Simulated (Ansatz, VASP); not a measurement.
BiTe4 in VASP and in Ansatz

Contents of INCAR:

```
SYSTEM = BiTe4
PREC = Accurate
ENCUT = 520
EDIFF = 1E-6
ISMEAR = 0
SIGMA = 0.1
LREAL = .FALSE.
LASPH = .TRUE.
NELM = 60
ALGO = Normal
ISIF = 2
LWAVE = .FALSE.
LCHARG = .FALSE.
GGA = PE
NBANDS = 28
```

The input KPOINTS:

```
Automatic mesh
0
G
  6 6 4
  0 0 0
```

The input POSCAR:

```
BiTe4
1.0
    5.7169488900      0.0000000000      0.0000000000
   -2.8584744500      4.9510229700      0.0000000000
    0.0000000000      0.0000000000      7.0959062700
Bi Te
1 4
Direct
    0.0000000000      0.0000000000      0.5000000000
    0.5000000000      0.0000000000      0.0000000000
    0.0000000000      0.5000000000      0.0000000000
    0.5000000000      0.5000000000      0.0000000000
    0.0000000000      0.0000000000      0.0000000000
```

Input for Ansatz:

```yaml
crystal:
  lattice:
    - [5.71694889, 0.0, 0.0]
    - [-2.85847445, 4.95102297, 0.0]
    - [0.0, 0.0, 7.09590627]
  atoms:
    - { symbol: Bi, position: [0.0, 0.0, 0.5] }
    - { symbol: Te, position: [0.5, 0.0, 0.0] }
    - { symbol: Te, position: [0.0, 0.5, 0.0] }
    - { symbol: Te, position: [0.5, 0.5, 0.0] }
    - { symbol: Te, position: [0.0, 0.0, 0.0] }
basis:
  ecutwfc: 420
kpoints:
  mp_grid: { grid: [6, 6, 4] }
hamiltonian:
  xc: pbe
scf:
  occupations: { method: gaussian, width: 0.1 }
  lower_state_search: "off"
output:
  forces: true
  stress: true
  eigenvalues: true
```

Alike in both runs: task single point; functional PBE; k mesh 6 × 6 × 4; occupations gaussian, width 0.1 eV; no spin polarisation.

|  | VASP | Ansatz |
| --- | --- | --- |
| version | VASP 6.6.1 | Ansatz 0.2.0 |
| potentials or method | VASP PAW PBE potentials, release 64 (Bi_d, Te), cutoff 520 eV | scalar-relativistic, plane waves, PAW |
| valence electrons in the cell | 39 | 79 |

|  | VASP | Ansatz | Ansatz less VASP |
| --- | --- | --- | --- |
| gap on the k mesh at the Fermi level (eV) | none | none | - |
| pressure (GPa) | 11.7 | 11.7 | -0.03 |
| traceless stress, the component that is largest in VASP (GPa) | -15.84 | -15.80 | +0.038 |

A gap of «none» marks a metal or a gap that the smearing closes. The functional is the same, so the differences come from potentials, cutoffs and numerics. VASP's potentials hold 39 valence electrons a cell and Ansatz's 79, so a difference there can come from the potentials and not from the codes.

Neither program's run includes spin-orbit coupling.
